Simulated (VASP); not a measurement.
# GaAs (I4/mmm) in VASP: a series of runs

The runs below take GaAs through density of states, electric field gradients, with PBE.

Program: VASP 6.6.1. These are calculated values, not measurements. Logs are shortened: lines on timing, memory, paths and dates and some standing lists are left out, and cuts for length are marked.

**1. The cell of the first run**

The structure is tetragonal, space group I4/mmm (No. 139). Conventional cell: a = 3.762 Å, b = 3.762 Å, c = 6.052 Å, α = 90.00°, β = 90.00°, γ = 90.00°. Within 3.5 Å of Ga (site symmetry 4/mmm) lie 6 As at 2.66 to 3.03 Å. Within 3.5 Å of As (site symmetry 4/mmm) lie 6 Ga at 2.66 to 3.03 Å.

**2. Density of states, PBE**

POSCAR reads:

```
GaAs
1.0
   -1.8807739600      1.8807739600      3.0258508800
    1.8807739600     -1.8807739600      3.0258508800
    1.8807739600      1.8807739600     -3.0258508800
Ga As
1 1
Direct
    0.0000000000      0.0000000000      0.0000000000
    0.5000000000      0.5000000000      0.0000000000
```

INCAR.step1 reads:

```
PREC = Accurate ; ENCUT = 520
EDIFF = 1E-7 ; ISMEAR = -1
SIGMA = 0.05 ; LREAL = F
LASPH = T ; NELM = 100
ALGO = Normal ; ISIF = 2
LWAVE = F ; LCHARG = T
GGA = PE ; NBANDS = 16
```

KPOINTS.step1 reads:

```
Automatic mesh
0
Gamma
  10 10 10
```

INCAR.step2 reads:

```
PREC = Accurate ; ENCUT = 520
EDIFF = 1E-7 ; ISMEAR = -5
SIGMA = 0.05 ; LREAL = F
LASPH = T ; NELM = 100
ALGO = Normal ; ISIF = 2
LWAVE = F ; LCHARG = F
GGA = PE ; LORBIT = 10
NBANDS = 16 ; NEDOS = 2001
ICHARG = 11
```

KPOINTS.step2 reads:

```
Automatic mesh
0
Gamma
  15 15 15
```

Potentials or basis: VASP PAW PBE potentials, release 64 (Ga_d, As).

Command:

```sh
cat potpaw_PBE.64/Ga_d/POTCAR potpaw_PBE.64/As/POTCAR > POTCAR
cp INCAR.step1 INCAR
cp KPOINTS.step1 KPOINTS
mpirun -np 1 vasp_std > vasp.out
cp INCAR.step2 INCAR
cp KPOINTS.step2 KPOINTS
mpirun -np 1 vasp_std > vasp.out
```

OUTCAR:

```text
PREC = Accurate
   ENCUT = 520
   EDIFF = 1E-7
   ISMEAR = -5
   LREAL = F
   LASPH = T
   NELM = 100
   ISIF = 2
   GGA = PE
   LORBIT = 10
   ICHARG = 11

 ion  position               nearest neighbor table
   1  0.000  0.000  0.000-   2 2.66   2 2.66   2 2.66   2 2.66
   2  0.500  0.500  0.000-   1 2.66   1 2.66   1 2.66   1 2.66

  LATTYP: Found a body centered tetragonal cell.
 ALAT       =     3.7615479200
 C/A-ratio  =     1.6088328233

  Lattice vectors:

 A1 = (  -1.8807739600,   1.8807739600,   3.0258508800)
 A2 = (   1.8807739600,  -1.8807739600,   3.0258508800)
 A3 = (   1.8807739600,   1.8807739600,  -3.0258508800)

Analysis of symmetry for initial positions (statically):
=====================================================================
 Subroutine PRICEL returns:
 Original cell was already a primitive cell.

 Routine SETGRP: Setting up the symmetry group for a
 body centered tetragonal supercell.

 Subroutine GETGRP returns: Found 16 space group operations
 (whereof 16 operations were pure point group operations)
 out of a pool of 16 trial point group operations.

The static configuration has the point symmetry D_4h.

Analysis of symmetry for dynamics (positions and initial velocities):
=====================================================================
 Subroutine PRICEL returns:
 Original cell was already a primitive cell.

 Routine SETGRP: Setting up the symmetry group for a
 body centered tetragonal supercell.

 Subroutine GETGRP returns: Found 16 space group operations
 (whereof 16 operations were pure point group operations)
 out of a pool of 16 trial point group operations.

The dynamic configuration has the point symmetry D_4h.

 Subroutine INISYM returns: Found 16 space group operations
 (whereof 16 operations are pure point group operations),
 and found     1 'primitive' translations

----------------------------------------------------------------------------------------

                                     Primitive cell

  volume of cell :      42.8135

  direct lattice vectors                    reciprocal lattice vectors
    -1.880773960  1.880773960  3.025850880     0.000000000  0.265848002  0.165242776
     1.880773960 -1.880773960  3.025850880     0.265848002  0.000000000  0.165242776
     1.880773960  1.880773960 -3.025850880     0.265848002  0.265848002  0.000000000

  length of vectors
     4.028696430  4.028696430  4.028696430     0.313018107  0.313018107  0.375965850

  position of ions in fractional coordinates (direct lattice)
     0.000000000  0.000000000  0.000000000
     0.500000000  0.500000000  0.000000000

  ion indices of the primitive-cell ions
   primitive index   ion index
                 1           1
                 2           2

----------------------------------------------------------------------------------------

 KPOINTS: Automatic mesh

Automatic generation of k-mesh.
 Grid dimensions read from file:
 generate k-points for:   15   15   15

 Generating k-lattice:

  Cartesian coordinates                     Fractional coordinates (reciprocal lattice)
     0.000000000  0.017723200  0.011016185     0.066666667  0.000000000  0.000000000
     0.017723200  0.000000000  0.011016185     0.000000000  0.066666667  0.000000000
     0.017723200  0.017723200  0.000000000     0.000000000  0.000000000  0.066666667

  Length of vectors
     0.020867874  0.020867874  0.025064390

  Shift w.r.t. Gamma in fractional coordinates (k-lattice)
     0.000000000  0.000000000  0.000000000

 TETIRR: Found   4311 inequivalent tetrahedra from    20250

 Subroutine IBZKPT returns following result:
 ===========================================

 Found    288 irreducible k-points:

 Following reciprocal coordinates:
            Coordinates               Weight
  0.000000  0.000000  0.000000      1.000000
  0.066667 -0.000000  0.000000      8.000000
  0.133333 -0.000000  0.000000      8.000000
  0.200000 -0.000000  0.000000      8.000000
  0.266667 -0.000000  0.000000      8.000000
  0.333333 -0.000000  0.000000      8.000000
[... 16 lines left out ...]
  0.133333  0.133333  0.000000      8.000000
  0.200000  0.133333  0.000000     16.000000
 [... further k-points ...]
   k-points           NKPTS =    288   k-points in BZ     NKDIM =    288   number of bands    NBANDS=     16
   number of dos      NEDOS =   2001   number of ions     NIONS =      2
   total plane-waves  NPLWV =  27000
   dimension x,y,z NGX =    30 NGY =   30 NGZ =   30
   dimension x,y,z NGXF=    60 NGYF=   60 NGZF=   60
   ions per type =               1   1
   NGX,Y,Z   is equivalent  to a cutoff of  12.38, 12.38, 12.38 a.u.
   NGXF,Y,Z  is equivalent  to a cutoff of  24.76, 24.76, 24.76 a.u.
 SYSTEM =  unknown system
   PREC   = accura    normal or accurate (medium, high low for compatibility)
   ISTART =      0    job   : 0-new  1-cont  2-samecut
   ICHARG =     11    charge: 1-file 2-atom 10-const
   ISPIN  =      1    spin polarized calculation?
   LNONCOLLINEAR =      F non collinear calculations
   LSORBIT =      F    spin-orbit coupling
   LASPH  =      T    aspherical Exc in radial PAW
   ENCUT  =  520.0 eV  38.22 Ry    6.18 a.u.   7.49  7.49  7.49*2*pi/ulx,y,z
   NELM   =    100;   NELMIN=  2; NELMDL=  0     # of ELM steps
   EDIFF  = 0.1E-06   stopping-criterion for ELM
   LREAL  =      F    real-space projection
   EDIFFG = 0.1E-05   stopping-criterion for IOM
   NSW    =      0    number of steps for IOM
   IBRION =     -1    ionic relax: 0-MD 1-quasi-New 2-CG
   NFREE  =      0    steps in history (QN), initial steepest desc. (CG)
   ISIF   =      2    stress and relaxation
   ISYM   =      2    0-nonsym 1-usesym 2-fastsym
   POTIM  = 0.5000    time-step for ionic-motion
   TEBEG  =    0.0;   TEEND  =   0.0 temperature during run
   PSTRESS=    0.0 pullay stress
   NELECT =      18.0000    total number of electrons
   NUPDOWN=      -1.0000    fix difference up-down
   EMIN   =  10.00;   EMAX   =-10.00  energy-range for DOS
   EFERMI =   0.00;   METHOD = LEGACY
   ISMEAR =    -5;   SIGMA  =   0.05  broadening in eV -4-tet -1-fermi 0-gaus
   EFERMI_NEDOS =   21; number of points for ismear=-14 and -15
   IALGO  =     38    algorithm
   IMIX   =      4    mixing-type and parameters
     AMIX     =   0.40;   BMIX     =  1.00
     AMIX_MAG =   1.60;   BMIX_MAG =  1.00
  volume/ion in A,a.u.               =      21.41       144.46
  Fermi-wavevector in a.u.,A,eV,Ry     =   1.226419  2.317595 20.464561  1.504103
  Thomas-Fermi vector in A             =   2.361420
   LORBIT       =     10    0 simple, 1 ext, 2 COOP (PROOUT), +10 PAW based schemes
   GGA     = PE    functional components
   LHFCALC =     F    Hartree Fock is set to
   AEXX    =    0.0000 exact exchange contribution
   IVDW    =     0    specifies the selected vdW correction
   LEPSILON=     F    determine dielectric tensor
   LRPA    =     F    only Hartree local field effects (RPA)
 non-spin polarized calculation
 Fermi weights with tetrahedron method with Bloechl corrections
  energy-cutoff  :      520.00
  volume of cell :       42.81
 maximum number of plane-waves:      1175
 NGX is ok and might be reduce to    30

 number of electron      18.0000010 magnetization

 Free energy of the ion-electron system (eV)
  ---------------------------------------------------
  ext. energy  EPLUGINS =         0.00000000
  ---------------------------------------------------
  free energy    TOTEN  =        -7.49715398 eV

  energy without entropy =       -7.49715398  energy(sigma->0) =       -7.49715398

 E-fermi :   4.3299     XC(G=0): -10.1714

 val. band max:        4.3501820132   @ k =  -0.1333   0.4667   0.1333
 cond. band min:       4.2344773320   @ k =   0.3333   0.3333   0.0000
 fundamental gap:     -0.1157046812
 Fermi energy:         4.3298917886

 k-point     1 :       0.0000    0.0000    0.0000
  band No.  band energies     occupation
      1     -10.4256      2.00000
      2     -10.3792      2.00000
      3     -10.3708      2.00000
      4     -10.3708      2.00000
      5     -10.3702      2.00000
      6      -8.1415      2.00000
[... 8 lines left out ...]
     15      12.4721      0.00000
     16      12.8791      0.00000

 k-point     2 :       0.0667   -0.0000    0.0000
  band No.  band energies     occupation
      1     -10.4246      2.00000
      2     -10.3806      2.00000
      3     -10.3711      2.00000
      4     -10.3703      2.00000
      5     -10.3692      2.00000
      6      -8.0893      2.00000
[... 8 lines left out ...]
     15      12.4365      0.00000
     16      12.5313      0.00000

 k-point     3 :       0.1333   -0.0000    0.0000
  band No.  band energies     occupation
      1     -10.4223      2.00000
      2     -10.3847      2.00000
      3     -10.3718      2.00000
      4     -10.3685      2.00000
      5     -10.3661      2.00000
      6      -7.9339      2.00000
[... 8 lines left out ...]
     15      12.2337      0.00000
     16      12.5418      0.00000

 k-point     4 :       0.2000   -0.0000    0.0000
  band No.  band energies     occupation
      1     -10.4198      2.00000
      2     -10.3908      2.00000
      3     -10.3730      2.00000
      4     -10.3658      2.00000
      5     -10.3609      2.00000
      6      -7.6799      2.00000
[... 8 lines left out ...]
     15      12.7538      0.00000
     16      13.0295      0.00000
[... 324 lines left out ...]
 k-point    22 :      -0.0667    0.0667    0.0000
  band No.  band energies     occupation
      1     -10.4221      2.00000
      2     -10.3823      2.00000
      3     -10.3716      2.00000
      4     -10.3703      2.00000
      5     -10.3681      2.00000
      6      -8.0652      2.00000
[... 8 lines left out ...]
     15      12.5794      0.00000
     16      12.6317      0.00000

 k-point    23 :       0.1333    0.1333    0.0000
  band No.  band energies     occupation
      1     -10.4242      2.00000
      2     -10.3922      2.00000
      3     -10.3706      2.00000
      4     -10.3660      2.00000
      5     -10.3626      2.00000
      6      -7.6176      2.00000
[... 8 lines left out ...]
     15      13.6129      0.00000
     16      14.4556      0.00000

 k-point    24 :       0.2000    0.1333    0.0000
  band No.  band energies     occupation
      1     -10.4235      2.00000
      2     -10.3998      2.00000
      3     -10.3706      2.00000
      4     -10.3642      2.00000
      5     -10.3579      2.00000
      6      -7.3175      2.00000
[... 8 lines left out ...]
     15      13.6447      0.00000
     16      15.5169      0.00000

 [... further k-points ...]
[... 5 lines left out ...]
  --------------------------------------------------------------------------------------
  -------------------------------------------------------------------------------------
  Total       -0.3228703     -0.3228703     -2.1339349      0.0000000      0.0000000      0.0000000
  in kB      -12.0825340    -12.0825340    -79.8566375      0.0000000      0.0000000      0.0000000
  external PRESSURE =     -34.6739019 kB  Pullay stress =       0.0000000 kB

 VOLUME and BASIS-vectors are now :
 -----------------------------------------------------------------------------
  energy-cutoff  :      520.00
  volume of cell :       42.81
      direct lattice vectors                 reciprocal lattice vectors
    -1.880773960  1.880773960  3.025850880     0.000000000  0.265848002  0.165242776
     1.880773960 -1.880773960  3.025850880     0.265848002  0.000000000  0.165242776
     1.880773960  1.880773960 -3.025850880     0.265848002  0.265848002  0.000000000

 POSITION                                       TOTAL-FORCE (eV/Angst)
 -----------------------------------------------------------------------------------
      0.00000      0.00000      0.00000        -0.000000     -0.000000      0.000000
      0.00000      0.00000      3.02585         0.000000      0.000000      0.000000
 -----------------------------------------------------------------------------------
    total drift:                               -0.000000      0.000000      0.000000

  FREE ENERGIE OF THE ION-ELECTRON SYSTEM (eV)
  ---------------------------------------------------
  free  energy   TOTEN  =        -7.4971539777 eV

  energy  without entropy=       -7.4971539777  energy(sigma->0) =       -7.49715398

 total charge

# of ion       s       p       d       tot
------------------------------------------
    1        0.944   0.560   9.971  11.475
    2        1.268   1.404   0.029   2.700
--------------------------------------------------
tot          2.212   1.964  10.000  14.175
```

It took 2.6 min on 1 thread of Intel Xeon Platinum 8488C (Sapphire Rapids), shared host; peak memory 0.33 GiB.

What came out:

```
Valence electrons inside the program's atomic spheres : Ga 11.47; As 2.70
```

Caveat: tetrahedron occupations give inexact forces and stress in metals.

(Part 1 of 2 ends here.)
